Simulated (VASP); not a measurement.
Wanted: the native input for a VASP 6.6.1 run.

```yaml
Task: single point
Functional: PBE
Potentials_or_basis: VASP PAW PBE potentials, release 64 (Ta_pv, N)
Cutoff: 520 eV
k_mesh: 16 × 16 × 16
Occupations: gaussian, width 0.1 eV
Spin: no spin polarisation
Dipole_correction: no
Further_INCAR_settings: ALGO = Normal; EDIFF = 1e-07; NBANDS = 15
```

The structure of TaN lies in POSCAR:

```
TaN
1.0
    0.0000000000      2.2519523367      2.2519523367
    2.2519523367      0.0000000000      2.2519523367
    2.2519523367      2.2519523367      0.0000000000
Ta N
1 1
Direct
    0.5000000000      0.5000000000      0.5000000000
    0.0000000000      0.0000000000      0.0000000000
```

This cell differs from its parent crystal: volume scaled by 1.06.

One way to write it, as run:

INCAR

```
SYSTEM = TaN
ALGO = Normal
EDIFF = 1E-7
ENCUT = 520
GGA = PE
ISIF = 2
ISMEAR = 0
LASPH = .True.
LCHARG = .False.
LREAL = .False.
LWAVE = .False.
NBANDS = 15
NELM = 100
PREC = Accurate
SIGMA = 0.1
```

KPOINTS

```
k-points
0
Gamma
  16 16 16
  0 0 0
```

Potentials or basis: VASP PAW PBE potentials, release 64 (Ta_pv, N).

Run with:

```sh
$ cat potpaw_PBE.64/Ta_pv/POTCAR potpaw_PBE.64/N/POTCAR > POTCAR
$ mpirun -np 1 vasp_std > vasp.out
```

It gave:

The pressure is -16.3 GPa and the band gap on the k mesh is zero (band 8 reaches 10.43 eV, above the bottom of band 9 at 6.83 eV).

Caveat: spin-orbit coupling is left out, which moves the levels of the heavy elements.

Wall time 17 s on 1 thread of Intel Xeon 6975P-C, with other jobs on the host, peak memory 0.18 GiB.
